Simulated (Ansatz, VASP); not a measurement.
**SrNb in VASP and in Ansatz**

```
CELL_PARAMETERS angstrom
3.87741 0.00000 0.00000
0.00000 3.87741 0.00000
0.00000 0.00000 3.87741
ATOMIC_POSITIONS crystal
Sr 0.50000 0.50000 0.50000
Nb 0.00000 0.00000 0.00000
```

Change from the starting cell: species swapped into the SrMg type (Pm-3m, No. 221).

Alike in both runs: task relaxation of cell and atoms; functional PBE; k mesh 5 × 5 × 5; occupations gaussian, width 0.2 eV; no spin polarisation.

```csv
,VASP,Ansatz
version,VASP 6.6.1,Ansatz 0.2.0
potentials or method,"VASP PAW PBE potentials, release 64 (Sr_sv, Nb_sv), cutoff 500 eV","scalar-relativistic, plane waves, PAW"
valence electrons in the cell,23,23
```

Ansatz gave:

| Quantity | Value |
| --- | --- |
| gap on the k mesh at the Fermi level, each at its own relaxed structure (eV) | none |
| relaxed volume (Å³/atom) | 28.19 |
| relaxed cell length with the largest relative difference (Å) | 3.835 |

Problem. Which values does VASP return?

Solution. gap on the k mesh at the Fermi level, each at its own relaxed structure (eV): none; relaxed volume (Å³/atom): 28.14; relaxed cell length with the largest relative difference (Å): 3.832.

A gap of «none» marks a metal or a gap that the smearing closes.
